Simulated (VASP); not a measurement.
# Au (Cmcm) in VASP: notebook, part 2 of 2

VASP 6.6.1. Earlier steps stand in the parts before.

### 3 Single point, PBEsol

This run uses another cell than the first one, of the same volume but with other edges.

INCAR reads:

```
PREC = Accurate ; ENCUT = 520
EDIFF = 1E-6 ; ISMEAR = 0
SIGMA = 0.15 ; LREAL = F
LASPH = T ; NELM = 60
ALGO = Fast ; ISIF = 2
LWAVE = F ; LCHARG = F
GGA = PS ; NBANDS = 18
```

KPOINTS reads:

```
regular mesh
0
Gamma
  22 22 12
```

POSCAR reads:

```
Au
1.0
    1.3280935250     -2.4052250639      0.0000000000
    1.3280935250      2.4052250639      0.0000000000
    0.0000000000      0.0000000000      5.5255786781
Au
2
Direct
    0.6653279700      0.3346720300      0.2500000000
    0.3346720300      0.6653279700      0.7500000000
```

Potentials or basis: VASP PAW PBE potentials, release 64 (Au).

Command:

```
cat potpaw_PBE.64/Au/POTCAR > POTCAR
mpirun -np 1 vasp_std > vasp.out
```

OUTCAR:

```text
PREC = Accurate
   ENCUT = 520
   EDIFF = 1E-6
   ISMEAR = 0
   LREAL = F
   LASPH = T
   NELM = 60
   ISIF = 2
   GGA = PS

 ion  position               nearest neighbor table
   1  0.665  0.335  0.250-   2 3.17   2 3.17   2 3.17   2 3.17   2 3.19   2 3.19
   2  0.335  0.665  0.750-   1 3.17   1 3.17   1 3.17   1 3.17   1 3.19   1 3.19

  LATTYP: Found a base centered orthorhombic cell.
 ALAT       =     2.6561870500
 B/A-ratio  =     1.8110359087
[... 697 lines left out ...]

------------------------ aborting loop because EDIFF is reached ----------------------------------------

  FORCE on cell =-STRESS in cart. coord.  units (eV):
  Direction    XX          YY          ZZ          XY          YZ          ZX
  --------------------------------------------------------------------------------------
  -------------------------------------------------------------------------------------
  Total        3.1606902      1.3105717     -1.9314523      0.0000000     -0.0000000      0.0000000
  in kB      143.4499413     59.4811304    -87.6601922      0.0000000     -0.0000000      0.0000000
  external PRESSURE =      38.4236265 kB  Pullay stress =       0.0000000 kB

 VOLUME and BASIS-vectors are now :
 -----------------------------------------------------------------------------
  energy-cutoff  :      520.00
  volume of cell :       35.30
      direct lattice vectors                 reciprocal lattice vectors
     1.328093525 -2.405225064  0.000000000     0.376479510 -0.207880754  0.000000000
     1.328093525  2.405225064  0.000000000     0.376479510  0.207880754  0.000000000
     0.000000000  0.000000000  5.525578678     0.000000000  0.000000000  0.180976520

 POSITION                                       TOTAL-FORCE (eV/Angst)
 -----------------------------------------------------------------------------------
      1.32809     -0.79530      1.38139         0.000000     -0.013613     -0.000000
      1.32809      0.79530      4.14418         0.000000      0.013613      0.000000
 -----------------------------------------------------------------------------------
    total drift:                                0.000000     -0.000000     -0.000000

  FREE ENERGIE OF THE ION-ELECTRON SYSTEM (eV)
  ---------------------------------------------------
  free  energy   TOTEN  =        -7.5578235653 eV

  energy  without entropy=       -7.5503438515  energy(sigma->0) =       -7.55408371
```

It took 6.1 min on 1 thread of Intel Xeon 8259CL, shared host; peak memory 0.55 GiB.

Results:

| Property | Result |
| --- | --- |
| Free energy | -7.5578 eV |
| Pressure | 3.8 GPa |
| Largest force | 0.014 eV/Å |
| Band gap on the k mesh | zero (bands 11 and 12 overlap by 7.36 eV) |

Forces on the atoms (eV/Å):
```
Au   0.000 -0.014  0.000
Au   0.000  0.014  0.000
```

Caveat: the stress differs along the axes, from -9 to 14 GPa; the PAW data sets were made with another functional, which shifts forces and pressure a little; spin-orbit coupling is left out, which moves the levels of the heavy elements.

### 4 Single point, PBEsol

This run uses another cell than the first one, of the same volume but with other edges.

INCAR reads:

```
  ALGO = Fast
  EDIFF = 1E-7
  ENCUT = 520
  GGA = PS
  ISIF = 2
  ISMEAR = 0
  LASPH = True
  LCHARG = False
  LREAL = False
  LWAVE = False
  NBANDS = 18
  NELM = 60
  PREC = Accurate
  SIGMA = 0.15
```

KPOINTS reads:

```
k-points
0
Gamma
  22 22 12
```

POSCAR reads:

```
Au
1.0
    1.4510859337     -2.6279687326      0.0000000000
    1.4510859337      2.6279687326      0.0000000000
    0.0000000000      0.0000000000      4.6285911578
Au
2
Direct
    0.6653279700      0.3346720300      0.2500000000
    0.3346720300      0.6653279700      0.7500000000
```

Command:

```
cat potpaw_PBE.64/Au/POTCAR > POTCAR
mpirun -np 1 vasp_std > vasp.out
```

It took 6.6 min on 1 thread of Intel Xeon 8259CL, shared host; peak memory 0.56 GiB.

It converged, with:

```yaml
Free_energy: -7.7799 eV
Pressure: -5.1 GPa
Largest_force: 0.047 eV/Å
Band_gap_on_the_k_mesh: zero (bands 11 and 12 overlap by 6.42 eV)
```

Forces in eV/Å, atoms in the order of the input:
```
Au   0.000  0.047  0.000
Au   0.000 -0.047  0.000
```

Stress tensor (GPa, compression positive):
```
-6.11  0.00  0.00
 0.00 -7.52  0.00
 0.00  0.00 -1.71
```

Levels at points of the mesh, in eV from the Fermi level:
```csv
k point,band 9,band 10,band 11,band 12,band 13,band 14
"(0.00, 0.00, 0.00)",-3.65,-2.10,-2.04,-0.46,3.48,14.05
"(0.50, 0.00, 0.00)",-1.78,-1.69,0.26,1.30,6.33,7.71
"(0.50, 0.50, 0.00)",-1.83,-1.64,-0.03,0.84,6.00,7.35
"(0.00, 0.00, 0.50)",-2.58,-2.58,-2.42,-2.42,12.05,12.05
"(0.50, 0.00, 0.50)",-1.85,-1.85,0.57,0.57,3.85,3.85
"(0.50, 0.50, 0.50)",-1.92,-1.92,0.20,0.20,3.36,3.36
```

Caveat: the stress differs along the axes, from -8 to -2 GPa; the PAW data sets were made with another functional, which shifts forces and pressure a little; spin-orbit coupling is left out, which moves the levels of the heavy elements.

### 5 Summary

| cell | further INCAR settings | gap on the mesh (eV) | pressure (GPa) | largest force (eV/Å) |
| --- | --- | --- | --- | --- |
| a = 3.082, b = 3.082, c = 4.391 Å, angles 90.0, 90.0, 122.2°, 2 atoms | ALGO = Fast; EDIFF = 1e-06; NBANDS = 18 | none | -2.7 | 0.09 |
| a = 2.748, b = 2.748, c = 5.526 Å, angles 90.0, 90.0, 122.2°, 2 atoms | ALGO = Fast; EDIFF = 1e-06; NBANDS = 18 | none | 3.8 | 0.01 |
| a = 3.002, b = 3.002, c = 4.629 Å, angles 90.0, 90.0, 122.2°, 2 atoms | ALGO = Fast; EDIFF = 1e-07; NBANDS = 18 | none | -5.1 | 0.05 |

Alike in all rows: task single point; level PBEsol; potentials or basis VASP PAW PBE potentials, release 64 (Au); no spin polarisation; k mesh 22 × 22 × 12; cutoff (eV) 520; smearing gaussian 0.15 eV.

Caveats: the PAW data sets were made with another functional, which shifts forces and pressure a little; spin-orbit coupling is left out, which moves the levels of the heavy elements; the stress differs along the axes, from -6 to 4 GPa (at least some runs); the stress differs along the axes, from -9 to 14 GPa (at least some runs); the stress differs along the axes, from -8 to -2 GPa (at least some runs).

Absolute energies hang on the potentials; compare differences alone.
